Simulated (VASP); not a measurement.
**Si2W: single point with PBEsol**

Crystal: Si2W.

```
CELL_PARAMETERS angstrom
-1.54237 1.54237 3.79525
1.54237 -1.54237 3.79525
1.54237 1.54237 -3.79525
ATOMIC_POSITIONS crystal
W 0.00000 0.00000 0.00000
Si 0.66703 0.66703 0.00000
Si 0.33297 0.33297 0.00000
```

```
Program             : VASP 6.6.1
Task                : single point
Functional          : PBEsol
Potentials or basis : VASP PAW PBE potentials, release 64 (W_sv, Si)
Cutoff              : 520 eV
k mesh              : 12 × 12 × 12
Occupations         : fermi-dirac, width 0.05 eV
Spin                : no spin polarisation
```

```
Pressure               : 30.8 GPa
Largest force          : 0.012 eV/Å
Band gap on the k mesh : zero (band 11 reaches 14.53 eV, above the bottom of band 12 at 12.90 eV)
```

Forces in eV/Å, atoms in the order of the input:
```
W    0.000  0.000  0.000
Si   0.000  0.000  0.012
Si   0.000  0.000 -0.012
```

Levels at points of the mesh, in eV from the Fermi level:
```tsv
k point	band 9	band 10	band 11	band 12	band 13	band 14
(0.00, 0.00, 0.00)	-3.23	-3.23	0.74	2.35	3.47	3.54
(0.50, 0.00, 0.00)	-3.31	-3.10	-0.64	2.94	3.21	4.10
(0.50, 0.50, 0.00)	-5.54	-3.87	-1.72	3.07	3.52	3.70
(0.50, 0.50, 0.50)	-0.85	-0.85	-0.65	-0.65	0.96	4.74
```

Wall time 80 s on 1 thread of Intel(R) Xeon(R) Platinum 8488C (Sapphire Rapids) (shared host), peak memory 0.27 GiB.

Caveat: the PAW data sets were made with another functional, which shifts forces and pressure a little; spin-orbit coupling is left out, which moves the levels of the heavy elements.
